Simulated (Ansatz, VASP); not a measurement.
**Two plane-wave programs on Ag**

```
Ag
1.0
     2.93000    0.00000    0.00000
    -1.46500    2.53745    0.00000
     0.00000    0.00000    4.79000
Ag
2
Direct
  0.37767 0.75534 0.25000
  0.66667 0.33333 0.75000
```

Alike in both runs: task single point; functional PBEsol; k mesh 18 × 18 × 10; occupations gaussian, width 0.15 eV; no spin polarisation.

```csv
,VASP,Ansatz
version,VASP 6.6.1,Ansatz 0.2.0
potentials or method,"VASP PAW PBE potentials, release 64 (Ag), cutoff 520 eV","scalar-relativistic, plane waves, PAW"
valence electrons in the cell,22,38
```

|  | VASP | Ansatz | Ansatz less VASP |
| --- | --- | --- | --- |
| gap on the k mesh at the Fermi level (eV) | none | none | - |
| pressure (GPa) | -6.1 | -5.9 | +0.20 |
| traceless stress, the component that is largest in VASP (GPa) | -1.31 | -1.32 | -0.011 |
| rms of the force components (eV/Å) | 0.128 | 0.129 | +0.0009 |

VASP's potentials were made for PBE, not for PBEsol. Atom by atom the forces differ by 0.001 eV/Å (rms over components). A gap of «none» marks a metal or a gap that the smearing closes. With one functional, cell and mesh, what is left measures potentials, basis and numerics. VASP's potentials hold 22 valence electrons a cell and Ansatz's 38, so a difference there can come from the potentials and not from the codes.
